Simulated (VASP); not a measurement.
# CoO in VASP: a series of runs

The runs below take CoO through single point, with PBE.

Everything below comes from runs of VASP 6.6.1. Logs are shortened: lines on timing, memory, paths and dates and some standing lists are left out, and cuts for length are marked.

**1. The cell of the first run**

Symmetry: P-6m2, No. 187, hexagonal system. The conventional cell has a = 2.866 Å, b = 2.866 Å, c = 2.758 Å, α = 90.00°, β = 90.00°, γ = 120.00°. Co (site symmetry -6m2) has 6 O at 2.15 Å and 2 Co at 2.76 Å within 2.8 Å. O (site symmetry -6m2) has 6 Co at 2.15 Å and 2 O at 2.76 Å within 2.8 Å.

**2. Single point, PBE, collinear spin, ferromagnetic start (volume scaled by 1.04)**

File INCAR:

```
SYSTEM = CoO
ALGO = Normal ; EDIFF = 1E-7
ENCUT = 520 ; GGA = PE
ISIF = 2 ; ISMEAR = -1
ISPIN = 2 ; LASPH = .True.
LCHARG = .False. ; LMAXMIX = 4
LORBIT = 11 ; LREAL = .False.
LWAVE = .False. ; MAGMOM = 2 0
NBANDS = 18 ; NELM = 150
PREC = Accurate ; SIGMA = 0.05
```

File KPOINTS:

```
k-points
0
Gamma
  11 11 10
  0 0 0
```

File POSCAR:

```
CoO
1.0
    2.8656707157      0.0000000000      0.0000000000
   -1.4328404237      2.4817440913      0.0000000000
    0.0000000000      0.0000000000      2.7575362126
Co O
1 1
Direct
    0.0000000000      0.0000000000      0.5000000000
    0.6666700000      0.3333300000      0.0000000000
```

Potentials or basis: VASP PAW PBE potentials, release 64 (Co, O).

On the command line:

```sh
$ cat potpaw_PBE.64/Co/POTCAR potpaw_PBE.64/O/POTCAR > POTCAR
$ mpirun -np 1 vasp_std > vasp.out
```

OUTCAR:

```text
SYSTEM = CoO
   EDIFF = 1E-7
   ENCUT = 520
   GGA = PE
   ISIF = 2
   ISMEAR = -1
   ISPIN = 2
   LASPH = .True.
   LORBIT = 11
   LREAL = .False.
   NELM = 150
   PREC = Accurate

 ion  position               nearest neighbor table
   1  0.000  0.000  0.500-   2 2.15   2 2.15   2 2.15   2 2.15   2 2.15   2 2.15
   2  0.667  0.333  0.000-   1 2.15   1 2.15   1 2.15   1 2.15   1 2.15   1 2.15

  LATTYP: Found a hexagonal cell.
 ALAT       =     2.8656707157
 C/A-ratio  =     0.9622655518

  Lattice vectors:

 A1 = (   2.8656707157,   0.0000000000,   0.0000000000)
 A2 = (  -1.4328404237,   2.4817440913,   0.0000000000)
 A3 = (   0.0000000000,   0.0000000000,   2.7575362126)

Analysis of symmetry for initial positions (statically):
=====================================================================
 Subroutine PRICEL returns:
 Original cell was already a primitive cell.

 Routine SETGRP: Setting up the symmetry group for a
 hexagonal supercell.

 Subroutine GETGRP returns: Found  4 space group operations
 (whereof  4 operations were pure point group operations)
 out of a pool of 24 trial point group operations.

The static configuration has the point symmetry C_2v.

Analysis of symmetry for dynamics (positions and initial velocities):
=====================================================================
 Subroutine PRICEL returns:
 Original cell was already a primitive cell.

 Routine SETGRP: Setting up the symmetry group for a
 hexagonal supercell.

 Subroutine GETGRP returns: Found  4 space group operations
 (whereof  4 operations were pure point group operations)
 out of a pool of 24 trial point group operations.

The dynamic configuration has the point symmetry C_2v.

Analysis of structural, dynamic, and magnetic symmetry:
=====================================================================
 Subroutine PRICEL returns:
 Original cell was already a primitive cell.

 Routine SETGRP: Setting up the symmetry group for a
 hexagonal supercell.

 Subroutine GETGRP returns: Found  4 space group operations
 (whereof  4 operations were pure point group operations)
 out of a pool of 24 trial point group operations.

The overall configuration has the point symmetry C_2v.

 Subroutine INISYM returns: Found  4 space group operations
 (whereof  4 operations are pure point group operations),
 and found     1 'primitive' translations

----------------------------------------------------------------------------------------

                                     Primitive cell

  volume of cell :      19.6112

  direct lattice vectors                    reciprocal lattice vectors
     2.865670716  0.000000000  0.000000000     0.348958446  0.201471928  0.000000000
    -1.432840424  2.481744091  0.000000000     0.000000000  0.402942432  0.000000000
     0.000000000  0.000000000  2.757536213     0.000000000  0.000000000  0.362642563

  length of vectors
     2.865670716  2.865673641  2.757536213     0.402942843  0.402942432  0.362642563

  position of ions in fractional coordinates (direct lattice)
     0.000000000  0.000000000  0.500000000
     0.666670000  0.333330000  0.000000000

  ion indices of the primitive-cell ions
   primitive index   ion index
                 1           1
                 2           2

----------------------------------------------------------------------------------------

 KPOINTS: k-points

Automatic generation of k-mesh.
 Grid dimensions read from file:
 generate k-points for:   11   11   10

 Generating k-lattice:

  Cartesian coordinates                     Fractional coordinates (reciprocal lattice)
     0.031723495  0.018315630  0.000000000     0.090909091  0.000000000  0.000000000
     0.000000000  0.036631130  0.000000000     0.000000000  0.090909091  0.000000000
     0.000000000  0.000000000  0.036264256     0.000000000  0.000000000  0.100000000

  Length of vectors
     0.036631168  0.036631130  0.036264256

  Shift w.r.t. Gamma in fractional coordinates (k-lattice)
     0.000000000  0.000000000  0.000000000

 Subroutine IBZKPT returns following result:
 ===========================================

 Found    216 irreducible k-points:

 Following reciprocal coordinates:
            Coordinates               Weight
  0.000000  0.000000  0.000000      1.000000
  0.090909  0.000000  0.000000      4.000000
 -0.090909  0.090909  0.000000      2.000000
  0.181818  0.000000  0.000000      4.000000
 -0.181818  0.181818  0.000000      2.000000
  0.272727  0.000000  0.000000      4.000000
[... 16 lines left out ...]
  0.454545  0.090909  0.000000      4.000000
  0.454545  0.454545  0.000000      2.000000
 [... further k-points ...]
   k-points           NKPTS =    216   k-points in BZ     NKDIM =    216   number of bands    NBANDS=     18
   number of dos      NEDOS =    301   number of ions     NIONS =      2
   total plane-waves  NPLWV =  13824
   dimension x,y,z NGX =    24 NGY =   24 NGZ =   24
   dimension x,y,z NGXF=    48 NGYF=   48 NGZF=   48
   ions per type =               1   1
   NGX,Y,Z   is equivalent  to a cutoff of  13.92, 13.92, 14.47 a.u.
   NGXF,Y,Z  is equivalent  to a cutoff of  27.85, 27.85, 28.94 a.u.
 SYSTEM =  CoO
   PREC   = accura    normal or accurate (medium, high low for compatibility)
   ISTART =      0    job   : 0-new  1-cont  2-samecut
   ICHARG =      2    charge: 1-file 2-atom 10-const
   ISPIN  =      2    spin polarized calculation?
   LNONCOLLINEAR =      F non collinear calculations
   LSORBIT =      F    spin-orbit coupling
   LASPH  =      T    aspherical Exc in radial PAW
   ENCUT  =  520.0 eV  38.22 Ry    6.18 a.u.   5.33  5.33  5.13*2*pi/ulx,y,z
   NELM   =    150;   NELMIN=  2; NELMDL= -5     # of ELM steps
   EDIFF  = 0.1E-06   stopping-criterion for ELM
   LREAL  =      F    real-space projection
   EDIFFG = 0.1E-05   stopping-criterion for IOM
   NSW    =      0    number of steps for IOM
   IBRION =     -1    ionic relax: 0-MD 1-quasi-New 2-CG
   NFREE  =      0    steps in history (QN), initial steepest desc. (CG)
   ISIF   =      2    stress and relaxation
   ISYM   =      2    0-nonsym 1-usesym 2-fastsym
   POTIM  = 0.5000    time-step for ionic-motion
   TEBEG  =    0.0;   TEEND  =   0.0 temperature during run
   PSTRESS=    0.0 pullay stress
   NELECT =      15.0000    total number of electrons
   NUPDOWN=      -1.0000    fix difference up-down
   EMIN   =  10.00;   EMAX   =-10.00  energy-range for DOS
   EFERMI =   0.00;   METHOD = LEGACY
   ISMEAR =    -1;   SIGMA  =   0.05  broadening in eV -4-tet -1-fermi 0-gaus
   EFERMI_NEDOS =   21; number of points for ismear=-14 and -15
   IALGO  =     38    algorithm
   IMIX   =      4    mixing-type and parameters
     AMIX     =   0.40;   BMIX     =  1.00
     AMIX_MAG =   1.60;   BMIX_MAG =  1.00
  volume/ion in A,a.u.               =       9.81        66.17
  Fermi-wavevector in a.u.,A,eV,Ry     =   1.497168  2.829236 30.497606  2.241511
  Thomas-Fermi vector in A             =   2.609090
   LORBIT       =     11    0 simple, 1 ext, 2 COOP (PROOUT), +10 PAW based schemes
   GGA     = PE    functional components
   LHFCALC =     F    Hartree Fock is set to
   AEXX    =    0.0000 exact exchange contribution
   IVDW    =     0    specifies the selected vdW correction
   LEPSILON=     F    determine dielectric tensor
   LRPA    =     F    only Hartree local field effects (RPA)
 spin polarized calculation
  energy-cutoff  :      520.00
  volume of cell :       19.61
 maximum number of plane-waves:       550
 NGX is ok and might be reduce to    24
   NGX = 11   NGY = 11   NGZ = 11

 number of electron      15.0000006 magnetization       3.0000665

 Free energy of the ion-electron system (eV)
  ---------------------------------------------------
  ext. energy  EPLUGINS =         0.00000000
  ---------------------------------------------------
  free energy    TOTEN  =       -12.92182972 eV

  energy without entropy =      -12.89287021  energy(sigma->0) =      -12.90734996

 E-fermi :   7.6628     XC(G=0): -12.3472

 val. band max:        7.6590971261   @ k =  -0.4545   0.2727   0.0000
 cond. band min:       7.6630603871   @ k =   0.1818   0.0000   0.1000
 fundamental gap:      0.0039632610
 Fermi energy:         7.6628494719

 spin component 1

 k-point     1 :       0.0000    0.0000    0.0000
  band No.  band energies     occupation
      1     -12.5000      1.00000
      2       2.8796      1.00000
      3       2.8796      1.00000
      4       3.4772      1.00000
      5       4.1819      1.00000
      6       4.7301      1.00000
[... 10 lines left out ...]
     17      33.3586      0.00000
     18      37.9136      0.00000

 k-point     2 :       0.0909    0.0000    0.0000
  band No.  band energies     occupation
      1     -12.4212      1.00000
      2       2.5908      1.00000
      3       2.9345      1.00000
      4       3.5440      1.00000
      5       3.7954      1.00000
      6       4.7200      1.00000
[... 10 lines left out ...]
     17      33.2713      0.00000
     18      37.7676      0.00000

 k-point     3 :      -0.0909    0.0909    0.0000
  band No.  band energies     occupation
      1     -12.4212      1.00000
      2       2.5908      1.00000
      3       2.9345      1.00000
      4       3.5440      1.00000
      5       3.7954      1.00000
      6       4.7201      1.00000
[... 10 lines left out ...]
     17      33.2714      0.00000
     18      37.7618      0.00000

 k-point     4 :       0.1818    0.0000    0.0000
  band No.  band energies     occupation
      1     -12.2029      1.00000
      2       1.8863      1.00000
      3       3.0883      1.00000
      4       3.3070      1.00000
      5       3.6837      1.00000
      6       4.6930      1.00000
[... 375 lines left out ...]
      4       3.2017      1.00000
      5       4.0255      1.00000
      6       4.5679      1.00000
[... 10 lines left out ...]
     17      34.8124      0.00000
     18      37.7684      0.00000

 k-point    23 :       0.4545    0.0909    0.0000
  band No.  band energies     occupation
      1     -11.3616      1.00000
      2      -0.0166      1.00000
      3       2.5016      1.00000
      4       3.1756      1.00000
      5       4.0745      1.00000
      6       4.5540      1.00000
[... 10 lines left out ...]
     17      35.5368      0.00000
     18      37.1640      0.00000

 k-point    24 :       0.4545    0.4545    0.0000
  band No.  band energies     occupation
      1     -11.3616      1.00000
      2      -0.0166      1.00000
      3       2.5016      1.00000
      4       3.1756      1.00000
      5       4.0745      1.00000
      6       4.5540      1.00000
[... 10 lines left out ...]
     17      35.5367      0.00000
     18      37.1641      0.00000

 [... further k-points ...]

 spin component 2

 k-point     1 :       0.0000    0.0000    0.0000
  band No.  band energies     occupation
      1     -11.8571      1.00000
      2       4.1900      1.00000
      3       4.1900      1.00000
      4       4.8507      1.00000
      5       5.1334      1.00000
      6       7.9788      0.00180
[... 10 lines left out ...]
     17      33.9713      0.00000
     18      38.2104      0.00000

 k-point     2 :       0.0909    0.0000    0.0000
  band No.  band energies     occupation
      1     -11.7746      1.00000
      2       3.7683      1.00000
      3       4.2202      1.00000
      4       4.7603      1.00000
      5       5.2082      1.00000
      6       7.9653      0.00236
[... 10 lines left out ...]
     17      33.8399      0.00000
     18      38.1032      0.00000

 k-point     3 :      -0.0909    0.0909    0.0000
  band No.  band energies     occupation
      1     -11.7746      1.00000
      2       3.7683      1.00000
      3       4.2202      1.00000
      4       4.7603      1.00000
      5       5.2082      1.00000
      6       7.9653      0.00236
[... 10 lines left out ...]
     17      33.8399      0.00000
     18      38.1030      0.00000

 k-point     4 :       0.1818    0.0000    0.0000
  band No.  band energies     occupation
      1     -11.5453      1.00000
      2       2.8348      1.00000
      3       4.2989      1.00000
      4       4.5504      1.00000
      5       5.3866      1.00000
      6       7.8174      0.04350
[... 375 lines left out ...]
      4       4.1097      1.00000
      5       5.8059      1.00000
      6       7.6164      0.71684
[... 10 lines left out ...]
     17      35.0885      0.00000
     18      38.2044      0.00000

 k-point    23 :       0.4545    0.0909    0.0000
  band No.  band energies     occupation
      1     -10.6542      1.00000
      2       0.5927      1.00000
      3       4.0504      1.00000
      4       4.0739      1.00000
      5       5.8212      1.00000
      6       7.7235      0.22913
[... 10 lines left out ...]
     17      35.7453      0.00000
     18      37.6880      0.00000

 k-point    24 :       0.4545    0.4545    0.0000
  band No.  band energies     occupation
      1     -10.6542      1.00000
      2       0.5927      1.00000
      3       4.0504      1.00000
      4       4.0740      1.00000
      5       5.8212      1.00000
      6       7.7235      0.22923
[... 10 lines left out ...]
     17      35.7452      0.00000
     18      37.6881      0.00000

 [... further k-points ...]
[... 5 lines left out ...]
  --------------------------------------------------------------------------------------
  -------------------------------------------------------------------------------------
  Total       -0.7520267     -0.7520105     -1.0575809      0.0000158      0.0000000      0.0000000
  in kB      -61.4383226    -61.4369966    -86.4011820      0.0012932      0.0000000      0.0000000
  external PRESSURE =     -69.7588337 kB  Pullay stress =       0.0000000 kB

 VOLUME and BASIS-vectors are now :
 -----------------------------------------------------------------------------
  energy-cutoff  :      520.00
  volume of cell :       19.61
      direct lattice vectors                 reciprocal lattice vectors
     2.865670716  0.000000000  0.000000000     0.348958446  0.201471928  0.000000000
    -1.432840424  2.481744091  0.000000000     0.000000000  0.402942432  0.000000000
     0.000000000  0.000000000  2.757536213     0.000000000  0.000000000  0.362642563

 POSITION                                       TOTAL-FORCE (eV/Angst)
 -----------------------------------------------------------------------------------
      0.00000      0.00000      1.37877         0.000026     -0.000015      0.000000
      1.43285      0.82724      0.00000        -0.000026      0.000015      0.000000
 -----------------------------------------------------------------------------------
    total drift:                                0.000015      0.000024      0.000000

  FREE ENERGIE OF THE ION-ELECTRON SYSTEM (eV)
  ---------------------------------------------------
  free  energy   TOTEN  =       -12.9218297154 eV

  energy  without entropy=      -12.8928702108  energy(sigma->0) =      -12.90734996

 total charge

# of ion       s       p       d       tot
------------------------------------------
    1        0.298   0.365   7.120   7.783
    2        1.564   3.384   0.000   4.947
--------------------------------------------------
tot          1.861   3.748   7.120  12.730

 magnetization (x)

# of ion       s       p       d       tot
------------------------------------------
    1        0.006   0.008   2.541   2.555
    2        0.025   0.374   0.000   0.398
--------------------------------------------------
tot          0.031   0.381   2.541   2.953
```

Run time: 2 min. Hardware: 1 thread of Intel Xeon 6975P-C, shared host; peak memory 0.24 GiB.

What came out:

```yaml
Free_energy: -12.9218 eV
Pressure: -7.0 GPa
Band_gap_on_the_k_mesh: zero (filled and empty bands overlap)
Net_moment: 3.00 μB per cell
Site_moments: Co +2.56; O +0.40 μB
Valence_electrons_inside_the_program's_atomic_spheres: Co 7.78; O 4.95
```

Stress tensor (GPa, compression positive):
```
-6.14  0.00  0.00
 0.00 -6.14  0.00
 0.00  0.00 -8.64
```

Caveat: a cell with one magnetic atom can't hold antiferromagnetic order, which such compounds often take; semilocal functionals often make such compounds metallic where correlation or magnetic order opens a gap, which also shifts bond lengths.

(Part 1 of 3 ends here.)
